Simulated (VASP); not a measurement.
HfO2, 12 atoms in the cell. It takes space group Pca2_1 (No. 29, orthorhombic). Conventional cell: a = 5.254 Å, b = 5.038 Å, c = 5.066 Å, α = 90.00°, β = 90.00°, γ = 90.00°. Hf (site symmetry 1) has 7 O at 2.04 to 2.24 Å within 2.7 Å. Within 2.7 Å of O (site symmetry 1) lie 3 Hf at 2.04 to 2.15 Å and 1 O at 2.53 Å. Within 2.8 Å of O (site symmetry 1) lie 4 Hf at 2.12 to 2.24 Å and 5 O at 2.53 to 2.66 Å. 

| Quantity | Value |
| --- | --- |
| Program | VASP 6.6.1 |
| Task | single point |
| Functional | SVWN5 |
| Potentials or basis | VASP PAW PBE potentials, release 64 (Hf_pv, O) |
| Cutoff | 520 eV |
| k mesh | 5 × 6 × 5 |
| Occupations | fermi-dirac, width 0.05 eV |
| Spin | no spin polarisation |
| Dipole correction | no |
| Further INCAR settings | ALGO = Normal; EDIFF = 1e-06; NBANDS = 56 |

Potentials or basis: VASP PAW PBE potentials, release 64 (Hf_pv, O).

The run is started by

```sh
$ cat potpaw_PBE.64/Hf_pv/POTCAR potpaw_PBE.64/O/POTCAR > POTCAR
$ mpirun -np 1 vasp_std > vasp.out
```

Hardware: 1 thread of Oxide Virtual Turin-like Processor, on a shared host.

How long does it take, and how much memory?

Run time: 6.7 min on 1 thread of Oxide Virtual Turin-like Processor (shared host), peak memory 0.29 GiB. Counts: scf iterations 14, k points 36.
